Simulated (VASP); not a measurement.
Wanted: the native input for a VASP 6.6.1 run.

```yaml
Task: single point
Functional: PBE
Potentials_or_basis: VASP PAW PBE potentials, release 64 (Ga_d, Sb)
Cutoff: 520 eV
k_mesh: 16 × 16 × 16
Occupations: gaussian, width 0.15 eV
Spin: no spin polarisation
Dipole_correction: no
Further_INCAR_settings: ALGO = Normal; EDIFF = 1e-06; NBANDS = 16
```

The structure of GaSb lies in POSCAR:

```
GaSb
1.0
   -2.8118500000      2.8118500000      1.6338000000
    2.8118500000     -2.8118500000      1.6338000000
    2.8118500000      2.8118500000     -1.6338000000
Ga Sb
1 1
Direct
    0.2500000000      0.7500000000      0.5000000000
    0.0000000000      0.0000000000      0.0000000000
```

The input as run:

INCAR

```
SYSTEM = GaSb
  ALGO = Normal
  EDIFF = 1E-6
  ENCUT = 520
  GGA = PE
  ISIF = 2
  ISMEAR = 0
  LASPH = .True.
  LCHARG = .False.
  LREAL = .False.
  LWAVE = .False.
  NBANDS = 16
  NELM = 100
  PREC = Accurate
  SIGMA = 0.15
```

KPOINTS

```
k-points
0
Gamma
  16 16 16
  0 0 0
```

Potentials or basis: VASP PAW PBE potentials, release 64 (Ga_d, Sb).

Run with:

```console
$ cat potpaw_PBE.64/Ga_d/POTCAR potpaw_PBE.64/Sb/POTCAR > POTCAR
$ mpirun -np 1 vasp_std > vasp.out
```

It gave:

```json
{"Pressure": "-2.8 GPa", "Band gap on the k mesh": "zero (bands 9 and 10 overlap by 4.50 eV)"}
```

Caveat: spin-orbit coupling is left out, which moves the levels of the heavy elements.

Wall time 79 s on 1 thread of AMD EPYC 9R45 96-Core Processor (Zen 5), with other jobs on the host, peak memory 0.39 GiB.
